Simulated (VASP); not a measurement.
# SiC (F-43m) in VASP: a series of runs

SiC is run at these levels: PBE; tasks: vibrations by perturbation theory, elastic constants.

Program: VASP 6.6.1. These are calculated values, not measurements. Logs are shortened: lines on timing, memory, paths and dates and some standing lists are left out, and cuts for length are marked.

## (1) The cell of the first run

Symmetry: F-43m, No. 216, cubic system. Conventional cell: a = 4.379 Å, b = 4.379 Å, c = 4.379 Å, α = 90.00°, β = 90.00°, γ = 90.00°. C (site symmetry -43m) has 4 Si at 1.90 Å within 2.5 Å. Si (site symmetry -43m) has 4 C at 1.90 Å within 2.5 Å.

## (2) Vibrations by perturbation theory, PBE

File INCAR:

```
PREC = Accurate
ENCUT = 520
EDIFF = 1E-8
ISMEAR = 0
SIGMA = 0.01
LREAL = F
LASPH = T
NELM = 80
ALGO = Normal
ISIF = 2
LWAVE = F
LCHARG = F
GGA = PE
IBRION = 8
NSW = 1
LEPSILON = T
```

File KPOINTS:

```
regular mesh
0
Gamma
  8 8 8
```

File POSCAR:

```
SiC
1.0
    0.0000000000      2.1897000000      2.1897000000
    2.1897000000      0.0000000000      2.1897000000
    2.1897000000      2.1897000000      0.0000000000
C Si
1 1
Direct
    0.0000000000      0.0000000000      0.0000000000
    0.2500000000      0.2500000000      0.2500000000
```

Potentials or basis: VASP PAW PBE potentials, release 64 (C, Si).

Command:

```
cat potpaw_PBE.64/C/POTCAR potpaw_PBE.64/Si/POTCAR > POTCAR
mpirun -np 1 vasp_std > vasp.out
```

OUTCAR:

```text
PREC = Accurate
   ENCUT = 520
   EDIFF = 1E-8
   ISMEAR = 0
   LREAL = F
   LASPH = T
   NELM = 80
   ISIF = 2
   GGA = PE
   IBRION = 8
   NSW = 1
   LEPSILON = T

 ion  position               nearest neighbor table
   1  0.000  0.000  0.000-   2 1.90   2 1.90   2 1.90   2 1.90
   2  0.250  0.250  0.250-   1 1.90   1 1.90   1 1.90   1 1.90

  LATTYP: Found a face centered cubic cell.
 ALAT       =     4.3794000000

  Lattice vectors:

 A1 = (   0.0000000000,   2.1897000000,   2.1897000000)
 A2 = (   2.1897000000,   0.0000000000,   2.1897000000)
 A3 = (   2.1897000000,   2.1897000000,   0.0000000000)

Analysis of symmetry for initial positions (statically):
=====================================================================
 Subroutine PRICEL returns:
 Original cell was already a primitive cell.

 Routine SETGRP: Setting up the symmetry group for a
 face centered cubic supercell.

 Subroutine GETGRP returns: Found 24 space group operations
 (whereof 24 operations were pure point group operations)
 out of a pool of 48 trial point group operations.

The static configuration has the point symmetry T_d .

Analysis of symmetry for dynamics (positions and initial velocities):
=====================================================================
 Subroutine PRICEL returns:
 Original cell was already a primitive cell.

 Routine SETGRP: Setting up the symmetry group for a
 face centered cubic supercell.

 Subroutine GETGRP returns: Found 24 space group operations
 (whereof 24 operations were pure point group operations)
 out of a pool of 48 trial point group operations.

The dynamic configuration has the point symmetry T_d .

 Subroutine INISYM returns: Found 24 space group operations
 (whereof 24 operations are pure point group operations),
 and found     1 'primitive' translations

----------------------------------------------------------------------------------------

                                     Primitive cell

  volume of cell :      20.9983

  direct lattice vectors                    reciprocal lattice vectors
     0.000000000  2.189700000  2.189700000    -0.228341782  0.228341782  0.228341782
     2.189700000  0.000000000  2.189700000     0.228341782 -0.228341782  0.228341782
     2.189700000  2.189700000  0.000000000     0.228341782  0.228341782 -0.228341782

  length of vectors
     3.096703438  3.096703438  3.096703438     0.395499568  0.395499568  0.395499568

  position of ions in fractional coordinates (direct lattice)
     0.000000000  0.000000000  0.000000000
     0.250000000  0.250000000  0.250000000

  ion indices of the primitive-cell ions
   primitive index   ion index
                 1           1
                 2           2

----------------------------------------------------------------------------------------

 KPOINTS: regular mesh

Automatic generation of k-mesh.
 Grid dimensions read from file:
 generate k-points for:    8    8    8

 Generating k-lattice:

[... 411 lines left out ...]
 ------------------------------------------------------

 Free energy of the ion-electron system (eV)
  ---------------------------------------------------
  ---------------------------------------------------
  free energy    TOTEN  =        -0.38473791 eV

  energy without entropy =       -0.38473791

------------------------ aborting loop because EDIFF is reached ----------------------------------------

--------------------------------------- Ionic step        2  -------------------------------------------

------------------------ aborting loop because EDIFF is reached ----------------------------------------

--------------------------------------- Ionic step        3  -------------------------------------------

------------------------ aborting loop because EDIFF is reached ----------------------------------------

 PIEZOELECTRIC TENSOR FIELD DIRECTION 3  (e Angst)
 -----------------------------------------------------------------------------
    -0.00050  1.29704  0.00000           ( -0.00000  0.05498  0.00000)
     1.29704 -0.00050  0.00000           (  0.05498 -0.00000  0.00000)
     0.00000  0.00000  0.00055           (  0.00000  0.00000 -0.00000)

 PIEZOELECTRIC TENSOR FIELD DIRECTION 3  (C/m^2)
 -----------------------------------------------------------------------------
    -0.00038  0.98965  0.00000
     0.98965 -0.00038  0.00000
     0.00000  0.00000  0.00042

--------------------------------------- Ionic step        4  -------------------------------------------

------------------------ aborting loop because EDIFF is reached ----------------------------------------

[... ionic steps 5 to 6 ...]

--------------------------------------- Ionic step        7  -------------------------------------------

 Free energy of the ion-electron system (eV)
  ---------------------------------------------------
  ---------------------------------------------------
  free energy    TOTEN  =        -0.01384700 eV

  energy without entropy =       -0.01384700

------------------------ aborting loop because EDIFF is reached ----------------------------------------

 INTERNAL STRAIN TENSOR  FOR ION    2  DIRECTION 1   (eV/Angst):
 -----------------------------------------------------------------------------
     0.01342  0.00000  0.00000
     0.00000 -0.00593 -6.77659
     0.00000 -6.77659 -0.00593

 MACROSCOPIC STATIC DIELECTRIC TENSOR (including local field effects in DFT)
 ------------------------------------------------------
           7.150905    -0.000000     0.000000
           0.000000     7.150905     0.000000
          -0.000000    -0.000000     7.150905
 ------------------------------------------------------

 PIEZOELECTRIC TENSOR (including local field effects)  for field in x, y, z        (e  Angst)
          XX          YY          ZZ          XY          YZ          ZX
  --------------------------------------------------------------------------------
  x     0.00000    -0.00000     0.00000     0.00000     1.29350     0.00000
  y     0.00000     0.00000    -0.00000     0.00000     0.00000     1.29350
  z    -0.00000     0.00000     0.00000     1.29350     0.00000     0.00000

 PIEZOELECTRIC TENSOR (including local field effects)  for field in x, y, z        (C/m^2)
          XX          YY          ZZ          XY          YZ          ZX
  --------------------------------------------------------------------------------
  x     0.00000    -0.00000     0.00000     0.00000     0.98694     0.00000
  y     0.00000     0.00000    -0.00000     0.00000     0.00000     0.98694
  z    -0.00000     0.00000     0.00000     0.98694     0.00000     0.00000

 BORN EFFECTIVE CHARGES (including local field effects) (in |e|, cummulative output)
 ---------------------------------------------------------------------------------
 ion    1
    1    -2.69165    -0.00000    -0.00000
    2    -0.00000    -2.69165    -0.00000
    3     0.00000     0.00000    -2.69165
 ion    2
    1     2.69165     0.00000     0.00000
    2     0.00000     2.69165     0.00000
    3     0.00000     0.00000     2.69165

 INTERNAL STRAIN TENSOR FOR ION    2 for displacements in x,y,z  (eV/Angst):
          X           Y           Z          XY          YZ          ZX
  --------------------------------------------------------------------------------
  x     0.00000    -0.00000    -0.00000     0.00000    -6.77659     0.00000
  y    -0.00000     0.00000    -0.00000     0.00000     0.00000    -6.77659
  z    -0.00000    -0.00000     0.00000    -6.77659     0.00000     0.00000

 SECOND DERIVATIVES (NOT SYMMETRIZED)
 ------------------------------------
               1X          1Y          1Z          2X          2Y          2Z
  1X   -18.586869    0.000000    0.000000   18.586869    0.000000    0.000000
  1Y     0.000000  -18.586869    0.000000    0.000000   18.586869    0.000000
  1Z     0.000000    0.000000  -18.586869    0.000000    0.000000   18.586869
  2X    18.584079    0.000000    0.000000  -18.584079    0.000000    0.000000
  2Y     0.000000   18.584079    0.000000    0.000000  -18.584079    0.000000
  2Z     0.000000    0.000000   18.584079    0.000000    0.000000  -18.584079

 Eigenvectors and eigenvalues of the dynamical matrix
 ----------------------------------------------------

   1 f  =   23.236345 THz   145.998260 2PiTHz  775.081030 cm-1    96.097757 meV
             X         Y         Z           dx          dy          dz
      0.000000  0.000000  0.000000     0.836944   -0.000000    0.000000
      1.094850  1.094850  1.094850    -0.547288    0.000000    0.000000
[... 21 lines left out ...]
   6 f/i=    0.000799 THz     0.005019 2PiTHz    0.026645 cm-1     0.003304 meV
             X         Y         Z           dx          dy          dz
      0.000000  0.000000  0.000000    -0.544983   -0.050184    0.000000
      1.094850  1.094850  1.094850    -0.833418   -0.076745    0.000000

--------------------------------------------------------------------------------------------------------

 MACROSCOPIC STATIC DIELECTRIC TENSOR IONIC CONTRIBUTION
 ------------------------------------------------------
           3.359265     0.000000     0.000000
           0.000000     3.359265     0.000000
           0.000000     0.000000     3.359265
 ------------------------------------------------------

 ELASTIC MODULI CONTR FROM IONIC RELAXATION (kBar)
 Direction    XX          YY          ZZ          XY          YZ          ZX
 --------------------------------------------------------------------------------
 XX          -0.0000      0.0000      0.0000     -0.0000      0.0000     -0.0000
 YY           0.0000     -0.0000      0.0000     -0.0000     -0.0000      0.0000
 ZZ           0.0000      0.0000     -0.0000      0.0000     -0.0000     -0.0000
 XY          -0.0000     -0.0000      0.0000   -208.9076      0.0000      0.0000
 YZ           0.0000     -0.0000     -0.0000      0.0000   -208.9076      0.0000
 ZX          -0.0000      0.0000     -0.0000      0.0000      0.0000   -208.9076
 --------------------------------------------------------------------------------

 PIEZOELECTRIC TENSOR IONIC CONTR  for field in x, y, z        (C/m^2)
          XX          YY          ZZ          XY          YZ          ZX
  --------------------------------------------------------------------------------
  x     0.00000    -0.00000    -0.00000    -0.00000    -0.78826    -0.00000
  y    -0.00000     0.00000    -0.00000    -0.00000    -0.00000    -0.78826
  z    -0.00000    -0.00000     0.00000    -0.78826     0.00000     0.00000
```

Run time: 2.4 min. Hardware: 1 thread of AMD EPYC 7R43 (Zen 3), shared host; peak memory 0.14 GiB.

Results:

| Item | Value |
| --- | --- |
| Electronic dielectric tensor (diagonal) | 7.15 |
| Born charges (mean of the diagonal) | C -2.69; Si +2.69 e |
| Highest phonon frequency at Γ, LO-TO splitting left out | 775 cm⁻¹ |

Phonon frequencies in cm⁻¹ (negative: imaginary):
| q point | frequencies |
| --- | --- |
| (0.000, 0.000, 0.000) | 0 0 0 775 775 775 |

Electronic dielectric tensor:
```
7.15 0.00 0.00
0.00 7.15 0.00
0.00 0.00 7.15
```

Born effective charge tensors (e):
atom 1, C
```
-2.69  0.00  0.00
 0.00 -2.69  0.00
 0.00  0.00 -2.69
```
atom 2, Si
```
2.69 0.00 0.00
0.00 2.69 0.00
0.00 0.00 2.69
```

## (3) Elastic constants, PBE

File INCAR:

```
  PREC = Accurate
  ENCUT = 600
  EDIFF = 1E-8
  ISMEAR = 0
  SIGMA = 0.01
  LREAL = False
  LASPH = True
  NELM = 60
  ALGO = Normal
  ISIF = 3
  LWAVE = False
  LCHARG = True
  GGA = PE
  NBANDS = 11
  IBRION = 6
  NFREE = 2
  POTIM = 0.015
  NSW = 1
```

KPOINTS is that of step 2.

POSCAR is that of step 2.

Potentials or basis: VASP PAW PBE potentials, release 64 (C, Si).

Command:

```
cat potpaw_PBE.64/C/POTCAR potpaw_PBE.64/Si/POTCAR > POTCAR
mpirun -np 1 vasp_std > vasp.out
```

It took 8.4 min on 1 thread of AMD EPYC 7R43 (Zen 3), shared host; peak memory 0.18 GiB.

It converged, with:

* Elastic constants C11, C12, C44: 382, 126, 240 GPa
* Voigt bulk modulus: 212 GPa
* Highest phonon frequency at Γ, LO-TO splitting left out: 775 cm⁻¹

Phonon frequencies in cm⁻¹ (negative: imaginary):
```csv
q point,frequencies
"(0.000, 0.000, 0.000)",0 0 0 775 775 775
```

Elastic tensor in Voigt notation (GPa, in the Cartesian axes of the cell as first typed):
```
382 126 126   0   0   0
126 382 126   0   0   0
126 126 382   0   0   0
  0   0   0 240   0   0
  0   0   0   0 240   0
  0   0   0   0   0 240
```

Clamped-ion elastic tensor (GPa):
```
382 126 126   0   0   0
126 382 126   0   0   0
126 126 382   0   0   0
  0   0   0 264   0   0
  0   0   0   0 264   0
  0   0   0   0   0 264
```
